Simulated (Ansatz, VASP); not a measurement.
## TiGeSe4: VASP beside Ansatz

```
Ti Ge Se
1.0
     3.58843    0.00000    0.00000
    -1.79422    3.10767    0.00000
     0.00000    0.00000   13.32596
Ti Ge Se
1 1 4
Direct
  0.00000 0.00000 0.00000
  0.00000 0.00000 0.50000
  0.66667 0.33333 0.88520
  0.66667 0.33333 0.38535
  0.33333 0.66667 0.61465
  0.33333 0.66667 0.11480
```

Change from the starting cell: species swapped into the TaTiTe4 type (P-3m1, No. 164).

Alike in both runs: functional PBE; k mesh 6 × 6 × 2; occupations gaussian, width 0.1 eV; collinear spin.

Ansatz relaxed the structure, and its values are those at the end. VASP's run is a single point on that final structure, the one shown.

|  | VASP | Ansatz |
| --- | --- | --- |
| version | VASP 6.6.1 | Ansatz 0.2.0 |
| potentials or method | VASP PAW PBE potentials, release 64 (Ti_sv, Ge_d, Se), cutoff 520 eV | scalar-relativistic, plane waves, PAW |
| valence electrons in the cell | 50 | 90 |

Ansatz gave:

* gap on the k mesh at the Fermi level (eV): none
* pressure (GPa): 0.1
* rms of the force components (eV/Å): 0.005
* net moment per atom (μB): 0.00

What did VASP give for the same quantities?

gap on the k mesh at the Fermi level (eV): none; pressure (GPa): 0.2; rms of the force components (eV/Å): 0.012; net moment per atom (μB): 0.00.

A gap of «none» marks a metal or a gap that the smearing closes. VASP's potentials hold 50 valence electrons a cell and Ansatz's 90, so a difference there can come from the potentials and not from the codes. Ansatz's warnings: seeded moment not kept.
